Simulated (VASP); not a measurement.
# SiO2 (I-42d) in VASP: notebook, part 2 of 2

VASP 6.6.1.

## 4. Single point, PBE

This run uses another cell than the first one, of 14.90 Å³/atom, 1.177 times its volume.

Input file INCAR:

```
ALGO = Normal ; EDIFF = 1E-6
ENCUT = 520 ; GGA = PE
ISIF = 2 ; ISMEAR = -1
LASPH = T ; LCHARG = T
LELF = T ; LREAL = F
LVHAR = T ; LWAVE = F
NBANDS = 25 ; NELM = 60
PREC = Accurate ; SIGMA = 0.02
```

Input file KPOINTS:

```
k-points
0
Gamma
  8 8 8
```

Input file POSCAR:

```
SiO2
1.0
   -2.4719629981      2.4719629981      3.6578437059
    2.4719629981     -2.4719629981      3.6578437059
    2.4719629981      2.4719629981     -3.6578437059
Si O
2 4
Direct
    0.0000000000      0.0000000000      0.0000000000
    0.7500000000      0.2500000000      0.5000000000
    0.9733622659      0.6250000000      0.8483622659
    0.3750000000      0.2233622659      0.3483622659
    0.7766377341      0.1250000000      0.1516377341
    0.8750000000      0.0266377341      0.6516377341
```

Potentials or basis: VASP PAW PBE potentials, release 64 (Si, O).

Run with:

```
cat potpaw_PBE.64/Si/POTCAR potpaw_PBE.64/O/POTCAR > POTCAR
mpirun -np 1 vasp_std > vasp.out
```

OUTCAR:

```text
EDIFF = 1E-6
   ENCUT = 520
   GGA = PE
   ISIF = 2
   ISMEAR = -1
   LASPH = T
   LREAL = F
   NELM = 60
   PREC = Accurate

 ion  position               nearest neighbor table
   1  0.000  0.000  0.000-   4 1.61   3 1.61   5 1.61   6 1.61   2 3.07   2 3.07   2 3.07   2 3.07

   2  0.750  0.250  0.500-   3 1.61   4 1.61   5 1.61   6 1.61   1 3.07   1 3.07   1 3.07   1 3.07

   3  0.973  0.625  0.848-   2 1.61   1 1.61
[... 883 lines left out ...]
  --------------------------------------------------------------------------------------
  -------------------------------------------------------------------------------------
  Total        2.5867712      2.5867712      2.5055567      0.0000000     -0.0000000      0.0000000
  in kB       46.3553138     46.3553138     44.8999396      0.0000000     -0.0000000      0.0000000
  external PRESSURE =      45.8701891 kB  Pullay stress =       0.0000000 kB

 VOLUME and BASIS-vectors are now :
 -----------------------------------------------------------------------------
  energy-cutoff  :      520.00
  volume of cell :       89.41
      direct lattice vectors                 reciprocal lattice vectors
    -2.471962998  2.471962998  3.657843706     0.000000000  0.202268400  0.136692554
     2.471962998 -2.471962998  3.657843706     0.202268400  0.000000000  0.136692554
     2.471962998  2.471962998 -3.657843706     0.202268400  0.202268400  0.000000000

 POSITION                                       TOTAL-FORCE (eV/Angst)
 -----------------------------------------------------------------------------------
      0.00000      0.00000      0.00000        -0.000000     -0.000000     -0.000000
      0.00000      2.47196      1.82892        -0.000000     -0.000000      0.000000
      1.23598      2.95826      2.74338        -0.000000      0.266887     -0.000000
      0.48630      1.23598      0.91446         0.266887     -0.000000     -0.000000
     -1.23598      1.98567      2.74338        -0.000000     -0.266887      0.000000
     -0.48630      3.70794      0.91446        -0.266887      0.000000      0.000000
 -----------------------------------------------------------------------------------
    total drift:                                0.000002      0.000002      0.000001

  FREE ENERGIE OF THE ION-ELECTRON SYSTEM (eV)
  ---------------------------------------------------
  free  energy   TOTEN  =       -47.4492773621 eV

  energy  without entropy=      -47.4492773621  energy(sigma->0) =      -47.44927736
```

Run time: 1.7 min. Hardware: 1 thread of Intel Xeon Platinum 8124M at 3.00GHz (Skylake/Cascade Lake), shared host; peak memory 0.28 GiB.

Results:

```yaml
Free_energy: -47.4493 eV
Pressure: 4.6 GPa
Largest_force: 0.267 eV/Å
Band_gap_on_the_k_mesh: 5.94 eV, direct
```

Forces in eV/Å, atoms in the order of the input:
```
Si   0.000  0.000  0.000
Si   0.000  0.000  0.000
O    0.000  0.267  0.000
O    0.267  0.000  0.000
O    0.000 -0.267  0.000
O   -0.267  0.000  0.000
```

Stress tensor (GPa, compression positive):
```
4.64 0.00 0.00
0.00 4.64 0.00
0.00 0.00 4.49
```

Levels at points of the mesh, in eV from the valence-band top:
```
           k point  band 13  band 14  band 15  band 16  band 17  band 18  band 19  band 20
(0.00, 0.00, 0.00)    -1.54    -0.71     0.00     0.00     5.94     8.84    10.70    10.70
(0.50, 0.00, 0.00)    -1.48    -0.78    -0.48    -0.15     8.26     9.01     9.77    10.25
(0.50, 0.50, 0.00)    -0.97    -0.97    -0.33    -0.33     9.17     9.17    10.25    10.25
(0.50, 0.50, 0.50)    -1.47    -1.47    -0.31    -0.31     8.94     8.94    10.26    10.26
```

A k mesh can miss the band edges. PBE gaps usually lie below the measured ones, often by a third to a half.

## 5. Single point, PBE (biaxial xy strain +3.9%)

Input file INCAR:

```
SYSTEM = SiO2
PREC     = Accurate       ! precision mode
ENCUT    = 520            ! plane-wave cutoff, eV
EDIFF    = 1E-6           ! SCF threshold, eV
ISMEAR   = -1             ! smearing method
SIGMA    = 0.02           ! smearing width, eV
LREAL    = .FALSE.        ! projectors in reciprocal space
LASPH    = .TRUE.         ! aspherical terms in the spheres
NELM     = 80             ! most SCF steps
ALGO     = Normal         ! electronic algorithm
ISIF     = 2              ! what is computed and relaxed
LWAVE    = .FALSE.        ! write WAVECAR
LCHARG   = .FALSE.        ! write CHGCAR
GGA      = PE             ! functional
NBANDS   = 25             ! bands
```

Input file KPOINTS:

```
regular mesh
0
G
  8 8 8
  0 0 0
```

Input file POSCAR:

```
SiO2
1.0
   -2.5681223587      2.5681223587      3.6578437059
    2.5681223587     -2.5681223587      3.6578437059
    2.5681223587      2.5681223587     -3.6578437059
Si O
2 4
Direct
    0.0000000000      0.0000000000      0.0000000000
    0.7500000000      0.2500000000      0.5000000000
    0.9409316564      0.6250000000      0.8159316564
    0.3750000000      0.1909316564      0.3159316564
    0.8090683436      0.1250000000      0.1840683436
    0.8750000000      0.0590683436      0.6840683436
```

Run with:

```
cat potpaw_PBE.64/Si/POTCAR potpaw_PBE.64/O/POTCAR > POTCAR
mpirun -np 1 vasp_std > vasp.out
```

Run time: 1.9 min. Hardware: 1 thread of Intel Xeon Platinum 8124M at 3.00GHz (Skylake/Cascade Lake), shared host; peak memory 0.29 GiB.

It converged, with:

- Free energy: -47.4657 eV
- Pressure: 2.6 GPa
- Largest force: 0.182 eV/Å
- Band gap on the k mesh: 5.66 eV, direct

Forces on the atoms (eV/Å):
```
Si   0.000  0.000  0.000
Si   0.000  0.000  0.000
O    0.000  0.182  0.000
O    0.182  0.000  0.000
O    0.000 -0.182  0.000
O   -0.182  0.000  0.000
```

Stress tensor (GPa, compression positive):
```
2.42 0.00 0.00
0.00 2.42 0.00
0.00 0.00 2.96
```

Levels at points of the mesh, in eV from the valence-band top:
```csv
k point,band 12,band 13,band 14,band 15,band 16,band 17,band 18,band 19,band 20,band 21
"(0.00, 0.00, 0.00)",-1.82,-1.78,-0.35,0.00,0.00,5.66,8.76,9.65,9.65,9.72
"(0.50, 0.00, 0.00)",-1.78,-1.72,-0.89,-0.71,-0.07,7.89,8.54,9.19,10.17,10.51
"(0.50, 0.50, 0.00)",-2.26,-1.18,-1.18,-0.47,-0.47,8.68,8.68,10.29,10.29,10.99
"(0.50, 0.50, 0.50)",-2.24,-1.44,-1.44,-0.51,-0.51,8.62,8.62,10.70,10.70,10.98
```

Caveat: the cell differs from its parent crystal (biaxial xy strain +3.9%). A k mesh can miss the band edges.

## 6. Single point, r2SCAN (strain -5.3%)

Input file POSCAR:

```
SiO2
1.0
   -2.3411961555      2.3411961555      3.4643437739
    2.3411961555     -2.3411961555      3.4643437739
    2.3411961555      2.3411961555     -3.4643437739
Si O
2 4
Direct
    0.0000000000      0.0000000000      0.0000000000
    0.7500000000      0.2500000000      0.5000000000
    1.0212153985      0.6250000000      0.8962153985
    0.3750000000      0.2712153985      0.3962153985
    0.7287846015      0.1250000000      0.1037846015
    0.8750000000     -0.0212153985      0.6037846015
```

Input file INCAR.step1:

```
  PREC = Accurate
  ENCUT = 520
  ISMEAR = 0
  SIGMA = 0.01
  LREAL = F
  LASPH = T
  NELM = 100
  NBANDS = 25
  GGA = PE
  ALGO = Normal
  EDIFF = 1E-4
  LWAVE = T
  LCHARG = F
```

Input file INCAR.step2:

```
  PREC = Accurate
  ENCUT = 520
  EDIFF = 1E-6
  ISMEAR = 0
  SIGMA = 0.01
  LREAL = F
  LASPH = T
  NELM = 100
  ALGO = Normal
  ISIF = 2
  LWAVE = F
  LCHARG = F
  METAGGA = R2SCAN
  LMIXTAU = T
  NBANDS = 25
  ISTART = 1
```

Input file KPOINTS:

```
Automatic mesh
0
Gamma
  8 8 8
```

Potentials or basis: VASP PAW PBE potentials, release 64 (Si, O).

Run with:

```
cat potpaw_PBE.64/Si/POTCAR potpaw_PBE.64/O/POTCAR > POTCAR
cp INCAR.step1 INCAR
mpirun -np 1 vasp_std > vasp.out
cp INCAR.step2 INCAR
mpirun -np 1 vasp_std > vasp.out
```

Run time: 4.5 min. Hardware: 1 thread of Intel Xeon Platinum 8124M at 3.00GHz (Skylake/Cascade Lake), shared host; peak memory 0.26 GiB.

The run converged. Its results:

```yaml
Free_energy: -59.3354 eV
Pressure: 6.2 GPa
Largest_force: 0.015 eV/Å
Band_gap_on_the_k_mesh: 7.24 eV, indirect (least direct gap 7.28 eV)
```

Forces in eV/Å, atoms in the order of the input:
```
Si   0.000  0.000  0.000
Si   0.000  0.000  0.000
O    0.000  0.015  0.000
O    0.015  0.000  0.000
O    0.000 -0.015  0.000
O   -0.015  0.000  0.000
```

Stress tensor (GPa, compression positive):
```
5.16 0.00 0.00
0.00 5.16 0.00
0.00 0.00 8.16
```

Levels at points of the mesh, in eV from the valence-band top:
| k point | band 12 | band 13 | band 14 | band 15 | band 16 | band 17 | band 18 | band 19 | band 20 | band 21 |
| --- | --- | --- | --- | --- | --- | --- | --- | --- | --- | --- |
| (0.00, 0.00, 0.00) | -1.14 | -1.14 | -0.96 | -0.04 | -0.04 | 7.24 | 9.66 | 12.97 | 12.97 | 13.85 |
| (0.50, 0.00, 0.00) | -1.26 | -1.09 | -0.57 | -0.27 | 0.00 | 9.88 | 10.77 | 11.28 | 11.63 | 12.55 |
| (0.50, 0.50, 0.00) | -1.73 | -0.53 | -0.53 | -0.09 | -0.09 | 11.06 | 11.06 | 11.81 | 11.81 | 12.14 |
| (0.50, 0.50, 0.50) | -1.73 | -1.43 | -1.43 | -0.01 | -0.01 | 10.49 | 10.49 | 10.52 | 10.52 | 14.11 |

Caveat: the cell differs from its parent crystal (strain -5.3%); the PAW data sets were made with another functional, which shifts forces and pressure a little. A k mesh can miss the band edges.

## 7. Overview

| level | cell | smearing | gap on the mesh (eV) | pressure (GPa) | largest force (eV/Å) |
| --- | --- | --- | --- | --- | --- |
| PBE | a = 4.792 Å, angles 121.5, 121.5, 87.4°, 6 atoms | fermi-dirac 0.02 eV | 6.54 | 11.5 | 0.39 |
| PBE | a = 4.956 Å, angles 120.2, 120.2, 89.7°, 6 atoms | fermi-dirac 0.02 eV | 6.10 | 6.5 | 0.30 |
| PBE | a = 5.060 Å, angles 121.5, 121.5, 87.4°, 6 atoms | fermi-dirac 0.02 eV | 5.94 | 4.6 | 0.27 |
| PBE | a = 5.155 Å, angles 120.2, 120.2, 89.6°, 6 atoms | fermi-dirac 0.02 eV | 5.66 | 2.6 | 0.18 |
| r2SCAN | a = 4.792 Å, angles 121.5, 121.5, 87.4°, 6 atoms | gaussian 0.01 eV | 7.24 | 6.2 | 0.01 |

Alike in all rows: task single point; potentials or basis VASP PAW PBE potentials, release 64 (Si, O); no spin polarisation; k mesh 8 × 8 × 8; cutoff (eV) 520.

Caveats: the PAW data sets were made with another functional, which shifts forces and pressure a little (some runs).

Absolute energies hang on the potentials; compare differences alone.
